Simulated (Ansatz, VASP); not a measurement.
## One calculation of AlN, two programs

The input INCAR:

```
SYSTEM = AlN
  PREC = Accurate
  ENCUT = 600
  EDIFF = 1E-7
  ISMEAR = 0
  SIGMA = 0.02
  LREAL = .FALSE.
  LASPH = .TRUE.
  NELM = 120
  ALGO = Normal
  ISIF = 3
  LWAVE = .FALSE.
  LCHARG = .FALSE.
  GGA = PS
  IBRION = 2
  NSW = 100
  EDIFFG = -0.002
  GGA_COMPAT = .FALSE.
  NELMIN = 4
```

File KPOINTS:

```
regular mesh
0
G
  10 10 10
  0 0 0
```

Contents of POSCAR:

```
AlN
1.0
    0.0000000000      2.1900000000      2.1900000000
    2.1900000000      0.0000000000      2.1900000000
    2.1900000000      2.1900000000      0.0000000000
Al N
1 1
Direct
    0.0000000000      0.0000000000      0.0000000000
    0.2500000000      0.2500000000      0.2500000000
```

Input for Ansatz:

```yaml
crystal:
  lattice:
    - [0.0, 2.19, 2.19]
    - [2.19, 0.0, 2.19]
    - [2.19, 2.19, 0.0]
  atoms:
    - { symbol: Al, position: [0.0, 0.0, 0.0] }
    - { symbol: "N", position: [0.25, 0.25, 0.25] }
basis:
  ecutwfc: 420
kpoints:
  mp_grid: { grid: [10, 10, 10] }
hamiltonian:
  xc: pbesol
  pseudopotentials: { kind: paw, azcp: { folder: soft_1 } }
scf:
  occupations: { method: gaussian, width: 0.02 }
output:
  forces: true
  stress: true
  eigenvalues: true
relax:
  adjacent_minimum: "off"
  f_tol: 0.002
  max_steps: 80
  cell: { stress_tol: 0.02 }
```

Alike in both runs: task relaxation of cell and atoms; functional PBEsol; k mesh 10 × 10 × 10; occupations gaussian, width 0.02 eV; no spin polarisation.

|  | VASP | Ansatz |
| --- | --- | --- |
| version | VASP 6.6.1 | Ansatz 0.2.0 |
| potentials or method | VASP PAW PBE potentials, release 64 (Al, N), cutoff 600 eV | scalar-relativistic, plane waves, PAW |
| valence electrons in the cell | 8 | 8 |

Ansatz gave:

| Item | Value |
| --- | --- |
| gap on the k mesh at the Fermi level, each at its own relaxed structure (eV) | 3.19 |
| relaxed volume (Å³/atom) | 10.48 |
| relaxed cell length with the largest relative difference (Å) | 3.095 |

What did VASP give for the same quantities?

gap on the k mesh at the Fermi level, each at its own relaxed structure (eV): 3.18; relaxed volume (Å³/atom): 10.48; relaxed cell length with the largest relative difference (Å): 3.095.

VASP's potentials were made for PBE, not for PBEsol, and Ansatz warns of the same on its side.
